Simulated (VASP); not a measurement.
# C (P6_3/mmc) in VASP: relaxation of shape and atoms at fixed volume with PBE

Aim: the relaxation of shape and atoms at fixed volume of C with PBE.

Everything below comes from runs of VASP 6.6.1. Logs are shortened: lines on timing, memory, paths and dates and some standing lists are left out, and cuts for length are marked.

**1. The cell of the first run**

It takes space group P6_3/mmc (No. 194, hexagonal). The conventional cell has a = 2.602 Å, b = 2.602 Å, c = 12.829 Å, α = 90.00°, β = 90.00°, γ = 120.00°. C (site symmetry 3m) has 4 C at 1.59 to 1.62 Å within 2.1 Å. C (site symmetry 3m) has 4 C at 1.59 to 1.60 Å within 2.1 Å. C (site symmetry 3m) has 4 C at 1.59 to 1.60 Å within 2.1 Å.

**2. Relaxation of shape and atoms at fixed volume, PBE (6.27 Å³/atom)**

The input, INCAR:

```
SYSTEM = C
  PREC = Accurate
  ENCUT = 600
  EDIFF = 1E-6
  ISMEAR = 0
  SIGMA = 0.02
  LREAL = .False.
  LASPH = .True.
  NELM = 60
  ALGO = Normal
  ISIF = 4
  LWAVE = .False.
  LCHARG = .False.
  GGA = PE
  IBRION = 2
  NSW = 50
  EDIFFG = -0.01
```

The input, KPOINTS:

```
Automatic mesh
0
Gamma
  12 12 2
  0 0 0
```

The input, POSCAR:

```
C
1.0
    2.6019199565      0.0000000000      0.0000000000
   -1.3009599783      2.2533287810      0.0000000000
    0.0000000000      0.0000000000     12.8293141442
C
12
Direct
    0.0000000000      0.0000000000      0.1867880591
    0.0000000000      0.0000000000      0.6867880591
    0.0000000000      0.0000000000      0.3132119409
    0.0000000000      0.0000000000      0.8132119409
    0.3333333333      0.6666666667      0.5207550536
    0.6666666667      0.3333333333      0.0207550536
    0.3333333333      0.6666666667      0.9792449464
    0.6666666667      0.3333333333      0.4792449464
    0.3333333333      0.6666666667      0.6450907780
    0.6666666667      0.3333333333      0.1450907780
    0.3333333333      0.6666666667      0.8549092220
    0.6666666667      0.3333333333      0.3549092220
```

Potentials or basis: VASP PAW PBE potentials, release 64 (C).

Launch:

```sh
$ cat potpaw_PBE.64/C/POTCAR > POTCAR
$ mpirun -np 1 vasp_std > vasp.out
```

OUTCAR:

```text
SYSTEM = C
   PREC = Accurate
   ENCUT = 600
   EDIFF = 1E-6
   ISMEAR = 0
   LREAL = .False.
   LASPH = .True.
   NELM = 60
   ISIF = 4
   GGA = PE
   IBRION = 2
   NSW = 50
   EDIFFG = -0.01

 ion  position               nearest neighbor table
   1  0.000  0.000  0.187-  10 1.59  10 1.59  10 1.59   3 1.62
   2  0.000  0.000  0.687-   9 1.59   9 1.59   9 1.59   4 1.62
   3  0.000  0.000  0.313-  12 1.59  12 1.59  12 1.59   1 1.62
   4  0.000  0.000  0.813-  11 1.59  11 1.59  11 1.59   2 1.62
   5  0.333  0.667  0.521-   8 1.59   8 1.59   8 1.59   9 1.60
   6  0.667  0.333  0.021-   7 1.59   7 1.59   7 1.59  10 1.60
   7  0.333  0.667  0.979-   6 1.59   6 1.59   6 1.59  11 1.60
   8  0.667  0.333  0.479-   5 1.59   5 1.59   5 1.59  12 1.60
   9  0.333  0.667  0.645-   2 1.59   2 1.59   2 1.59   5 1.60
  10  0.667  0.333  0.145-   1 1.59   1 1.59   1 1.59   6 1.60
  11  0.333  0.667  0.855-   4 1.59   4 1.59   4 1.59   7 1.60
  12  0.667  0.333  0.355-   3 1.59   3 1.59   3 1.59   8 1.60

  LATTYP: Found a hexagonal cell.
 ALAT       =     2.6019199565
 C/A-ratio  =     4.9307105363

  Lattice vectors:

 A1 = (   2.6019199565,   0.0000000000,   0.0000000000)
 A2 = (  -1.3009599783,   2.2533287810,   0.0000000000)
 A3 = (   0.0000000000,   0.0000000000,  12.8293141442)

Analysis of symmetry for initial positions (statically):
=====================================================================
 Subroutine PRICEL returns:
 Original cell was already a primitive cell.

 Routine SETGRP: Setting up the symmetry group for a
 hexagonal supercell.

 Subroutine GETGRP returns: Found 24 space group operations
 (whereof 12 operations were pure point group operations)
 out of a pool of 24 trial point group operations.

The static configuration has the point symmetry D_3d.
 The point group associated with its full space group is D_6h.

Analysis of symmetry for dynamics (positions and initial velocities):
=====================================================================
 Subroutine PRICEL returns:
 Original cell was already a primitive cell.

 Routine SETGRP: Setting up the symmetry group for a
 hexagonal supercell.

 Subroutine GETGRP returns: Found 24 space group operations
 (whereof 12 operations were pure point group operations)
 out of a pool of 24 trial point group operations.

The dynamic configuration has the point symmetry D_3d.
 The point group associated with its full space group is D_6h.

 Subroutine INISYM returns: Found 24 space group operations
 (whereof 12 operations are pure point group operations),
 and found     1 'primitive' translations

----------------------------------------------------------------------------------------

                                     Primitive cell

  volume of cell :      75.2180

  direct lattice vectors                    reciprocal lattice vectors
     2.601919957  0.000000000  0.000000000     0.384331577  0.221893939  0.000000000
    -1.300959978  2.253328781  0.000000000     0.000000000  0.443787879  0.000000000
     0.000000000  0.000000000 12.829314144     0.000000000  0.000000000  0.077946489

  length of vectors
     2.601919957  2.601919957 12.829314144     0.443787879  0.443787879  0.077946489

  position of ions in fractional coordinates (direct lattice)
     0.000000000  0.000000000  0.186788059
     0.000000000  0.000000000  0.686788059
     0.000000000  0.000000000  0.313211941
     0.000000000  0.000000000  0.813211941
     0.333333333  0.666666667  0.520755054
     0.666666667  0.333333333  0.020755054
     0.333333333  0.666666667  0.979244946
     0.666666667  0.333333333  0.479244946
     0.333333333  0.666666667  0.645090778
     0.666666667  0.333333333  0.145090778
     0.333333333  0.666666667  0.854909222
     0.666666667  0.333333333  0.354909222

  ion indices of the primitive-cell ions
   primitive index   ion index
                 1           1
                 2           2
                 3           3
                 4           4
                 5           5
                 6           6
                 7           7
                 8           8
                 9           9
                10          10
                11          11
                12          12

----------------------------------------------------------------------------------------

 KPOINTS: Automatic mesh

Automatic generation of k-mesh.
 Grid dimensions read from file:
 generate k-points for:   12   12    2

 Generating k-lattice:

  Cartesian coordinates                     Fractional coordinates (reciprocal lattice)
     0.032027631  0.018491162  0.000000000     0.083333333  0.000000000  0.000000000
     0.000000000  0.036982323  0.000000000     0.000000000  0.083333333  0.000000000
     0.000000000  0.000000000  0.038973245     0.000000000  0.000000000  0.500000000

  Length of vectors
     0.036982323  0.036982323  0.038973245

  Shift w.r.t. Gamma in fractional coordinates (k-lattice)
     0.000000000  0.000000000  0.000000000

 Subroutine IBZKPT returns following result:
 ===========================================

 Found     38 irreducible k-points:

 Following reciprocal coordinates:
            Coordinates               Weight
  0.000000  0.000000  0.000000      1.000000
  0.083333  0.000000  0.000000      6.000000
  0.166667  0.000000  0.000000      6.000000
  0.250000  0.000000  0.000000      6.000000
  0.333333  0.000000  0.000000      6.000000
  0.416667  0.000000  0.000000      6.000000
[... 16 lines left out ...]
  0.250000  0.000000  0.500000      6.000000
  0.333333  0.000000  0.500000      6.000000
 [... further k-points ...]
   k-points           NKPTS =     38   k-points in BZ     NKDIM =     38   number of bands    NBANDS=     31
   number of dos      NEDOS =    301   number of ions     NIONS =     12
   total plane-waves  NPLWV =  62208
   dimension x,y,z NGX =    24 NGY =   24 NGZ =  108
   dimension x,y,z NGXF=    48 NGYF=   48 NGZF=  216
   ions per type =              12
   NGX,Y,Z   is equivalent  to a cutoff of  15.33, 15.33, 13.99 a.u.
   NGXF,Y,Z  is equivalent  to a cutoff of  30.67, 30.67, 27.99 a.u.
 SYSTEM =  C
   PREC   = accura    normal or accurate (medium, high low for compatibility)
   ISTART =      0    job   : 0-new  1-cont  2-samecut
   ICHARG =      2    charge: 1-file 2-atom 10-const
   ISPIN  =      1    spin polarized calculation?
   LNONCOLLINEAR =      F non collinear calculations
   LSORBIT =      F    spin-orbit coupling
   LASPH  =      T    aspherical Exc in radial PAW
   ENCUT  =  600.0 eV  44.10 Ry    6.64 a.u.   5.20  5.20 25.62*2*pi/ulx,y,z
   NELM   =     60;   NELMIN=  2; NELMDL= -5     # of ELM steps
   EDIFF  = 0.1E-05   stopping-criterion for ELM
   LREAL  =      F    real-space projection
   EDIFFG = -.1E-01   stopping-criterion for IOM
   NSW    =     50    number of steps for IOM
   IBRION =      2    ionic relax: 0-MD 1-quasi-New 2-CG
   NFREE  =      1    steps in history (QN), initial steepest desc. (CG)
   ISIF   =      4    stress and relaxation
   ISYM   =      2    0-nonsym 1-usesym 2-fastsym
   POTIM  = 0.5000    time-step for ionic-motion
   TEBEG  =    0.0;   TEEND  =   0.0 temperature during run
   PSTRESS=    0.0 pullay stress
   NELECT =      48.0000    total number of electrons
   NUPDOWN=      -1.0000    fix difference up-down
   EMIN   =  10.00;   EMAX   =-10.00  energy-range for DOS
   EFERMI =   0.00;   METHOD = LEGACY
   ISMEAR =     0;   SIGMA  =   0.02  broadening in eV -4-tet -1-fermi 0-gaus
   EFERMI_NEDOS =   21; number of points for ismear=-14 and -15
   IALGO  =     38    algorithm
   IMIX   =      4    mixing-type and parameters
     AMIX     =   0.40;   BMIX     =  1.00
     AMIX_MAG =   1.60;   BMIX_MAG =  1.00
  volume/ion in A,a.u.               =       6.27        42.30
  Fermi-wavevector in a.u.,A,eV,Ry     =   1.409444  2.663464 27.028427  1.986533
  Thomas-Fermi vector in A             =   2.531500
   LORBIT       =      0    0 simple, 1 ext, 2 COOP (PROOUT), +10 PAW based schemes
   GGA     = PE    functional components
   LHFCALC =     F    Hartree Fock is set to
   AEXX    =    0.0000 exact exchange contribution
   IVDW    =     0    specifies the selected vdW correction
   LEPSILON=     F    determine dielectric tensor
   LRPA    =     F    only Hartree local field effects (RPA)
 conjugate gradient relaxation of ions
 non-spin polarized calculation
 Gauss-broadening in eV      SIGMA  =   0.02
  energy-cutoff  :      600.00
  volume of cell :       75.22
 maximum number of plane-waves:      2536
 NGX is ok and might be reduce to    24
   NGX = 11   NGY = 11   NGZ = 51

--------------------------------------- Ionic step        1  -------------------------------------------

 number of electron      48.0000000 magnetization

 Free energy of the ion-electron system (eV)
  ---------------------------------------------------
  ext. energy  EPLUGINS =         0.00000000
  ---------------------------------------------------
  free energy    TOTEN  =      -108.29711290 eV

  energy without entropy =     -108.29711290  energy(sigma->0) =     -108.29711290

------------------------ aborting loop because EDIFF is reached ----------------------------------------

  FORCE on cell =-STRESS in cart. coord.  units (eV):
  Direction    XX          YY          ZZ          XY          YZ          ZX
  --------------------------------------------------------------------------------------
  -------------------------------------------------------------------------------------
  Total      -16.2973493    -16.2973493    -16.3062384      0.0000000     -0.0000000      0.0000000
  in kB     -347.1407680   -347.1407680   -347.3301108      0.0000000     -0.0000000      0.0000000
  external PRESSURE =    -347.2038822 kB  Pullay stress =       0.0000000 kB
[... 77 lines left out ...]
  energy  without entropy=     -108.2970638261  energy(sigma->0) =     -108.29706383

--------------------------------------- Ionic step        3  -------------------------------------------

 number of electron      48.0000000 magnetization

 Free energy of the ion-electron system (eV)
  ---------------------------------------------------
  ext. energy  EPLUGINS =         0.00000000
  ---------------------------------------------------
  free energy    TOTEN  =      -108.29713958 eV

  energy without entropy =     -108.29713958  energy(sigma->0) =     -108.29713958

 E-fermi :   8.4988     XC(G=0): -12.7532

 val. band max:        8.3999327397   @ k =   0.0000   0.0000   0.0000
 cond. band min:      12.5942109376   @ k =   0.3333   0.0000   0.0000
 fundamental gap:      4.1942781979
 Fermi energy:         8.4987981988

 k-point     1 :       0.0000    0.0000    0.0000
  band No.  band energies     occupation
      1     -11.8547      2.00000
      2     -11.1852      2.00000
      3     -11.1054      2.00000
      4      -9.1135      2.00000
      5      -9.0454      2.00000
      6      -6.6965      2.00000
[... 805 lines left out ...]
     30      15.5214      0.00000
     31      15.9857      0.00000

 [... further k-points ...]
[... 5 lines left out ...]
  --------------------------------------------------------------------------------------
  -------------------------------------------------------------------------------------
  Total      -16.2992508    -16.2992508    -16.2961990      0.0000000      0.0000000      0.0000000
  in kB     -347.1812721   -347.1812722   -347.1162674      0.0000000      0.0000000      0.0000000
  external PRESSURE =    -347.1596039 kB  Pullay stress =       0.0000000 kB
[... 27 lines left out ...]
  FREE ENERGIE OF THE ION-ELECTRON SYSTEM (eV)
  ---------------------------------------------------
  free  energy   TOTEN  =      -108.2971395845 eV

  energy  without entropy=     -108.2971395845  energy(sigma->0) =     -108.29713958

 reached required accuracy - stopping structural energy minimisation
```

Run time: 4.8 min. Hardware: 1 thread of Intel Xeon 8259CL, shared host; peak memory 0.27 GiB.

Results:

```yaml
Free_energy: -108.2971 eV
Energy_gained_by_relaxing: 0.0 meV/atom
Ionic_steps: 3
Pressure_after_relaxing: -34.7 GPa
Largest_force_after_relaxing: 0.005 eV/Å
Band_gap_on_the_k_mesh: 4.19 eV (least direct gap 5.17 eV)
```

Forces in eV/Å, atoms in the order of the input:
```
C    0.000  0.000 -0.003
C    0.000  0.000 -0.003
C    0.000  0.000  0.003
C    0.000  0.000  0.003
C    0.000  0.000 -0.001
C    0.000  0.000 -0.001
C    0.000  0.000  0.001
C    0.000  0.000  0.001
C    0.000  0.000 -0.005
C    0.000  0.000 -0.005
C    0.000  0.000  0.005
C    0.000  0.000  0.005
```

Final structure:
```
C
1.0
     2.60193    0.00000    0.00000
    -1.30097    2.25334    0.00000
     0.00000    0.00000   12.82920
C
12
Cartesian
  0.0000 0.0000 2.3959
  0.0000 0.0000 8.8105
  -1.3010 2.2533 4.0187
  0.0000 0.0000 10.4333
  0.0000 1.5022 6.6808
  1.3010 0.7511 0.2662
  0.0000 1.5022 12.5630
  1.3010 0.7511 6.1484
  0.0000 1.5022 8.2762
  1.3010 0.7511 1.8616
  0.0000 1.5022 10.9676
  1.3010 0.7511 4.5530
```

Levels at points of the mesh, in eV from the valence-band top:
```
           k point  band 22  band 23  band 24  band 25  band 26  band 27
(0.00, 0.00, 0.00)    -0.10     0.00     0.00     5.17     5.17     5.24
(0.50, 0.00, 0.00)    -3.64    -3.25    -2.65     4.39     4.96     5.04
(0.00, 0.00, 0.50)    -0.28    -0.28    -0.28     5.51     5.51     5.51
(0.50, 0.00, 0.50)    -3.42    -2.95    -2.95     4.56     4.56     5.49
```

A k mesh can miss the band edges.
